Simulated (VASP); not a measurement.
Set up this calculation in VASP 6.6.1, as the native input.

| Item | Value |
| --- | --- |
| Task | single point |
| Functional | PBE |
| Potentials or basis | VASP PAW PBE potentials, release 64 (C) |
| Cutoff | 520 eV |
| k mesh | 1 × 1 × 1, shifted |
| Occupations | fermi-dirac, width 0.05 eV |
| Spin | no spin polarisation |
| Dipole correction | no |
| Further INCAR settings | LREAL = Auto; ALGO = Normal; EDIFF = 1e-06; NBANDS = 46; ISYM = -1 |

The structure of C lies in POSCAR:

```
C
1.0
    5.4696720000     -0.0080320000      0.0476870000
   -0.0080320000      5.1910130000      0.0535580000
    0.0476870000      0.0535580000      5.3543890000
C
16
Direct
    0.5901241496      0.2254105314      0.6893065133
    0.8851106776      0.6507607364      0.3021540429
    0.0211226407      0.0735657439      0.5859241251
    0.2208551617      0.0993363183      0.4309680947
    0.7127265833      0.7233361808      0.7231991864
    0.8623623875      0.8223914164      0.5239172734
    0.7494683008      0.4152851496      0.7651726954
    0.3546352659      0.5253671682      0.3608355488
    0.1228273477      0.2778387694      0.0328034148
    0.2771942219      0.0668138263      0.1525819331
    0.6018783974     -0.0547377208      0.8418631645
   -0.0333543158      0.2545939080      0.8151501556
    0.4052035137      0.2948518932      0.5003656593
    0.5535470142      0.6931983325      0.2492537780
    0.4755545834      0.9076421218      0.0994734846
    0.0890390919      0.5032337069      0.2260436815
```

These files were run (other wordings do the same):

INCAR

```
PREC = Accurate ; ENCUT = 520
EDIFF = 1E-6 ; ISMEAR = -1
SIGMA = 0.05 ; LREAL = Auto
LASPH = T ; NELM = 120
ALGO = Normal ; ISIF = 2
LWAVE = F ; LCHARG = F
GGA = PE ; NBANDS = 46
ISYM = -1 ; GGA_COMPAT = F
```

KPOINTS

```
explicit points
1
Reciprocal
  0.25000000   0.25000000   0.25000000 1
```

Potentials or basis: VASP PAW PBE potentials, release 64 (C).

Run with:

```console
$ cat potpaw_PBE.64/C/POTCAR > POTCAR
$ mpirun -np 1 vasp_std > vasp.out
```

Results of the run:

```yaml
Pressure: -21.9 GPa
Largest_force: 4.039 eV/Å
```

Caveat: the atoms stand as in a frame of molecular dynamics.

It took 10 s on 1 thread of AMD EPYC 9R45 96-Core Processor (Zen 5), with other jobs on the host, peak memory 0.19 GiB.
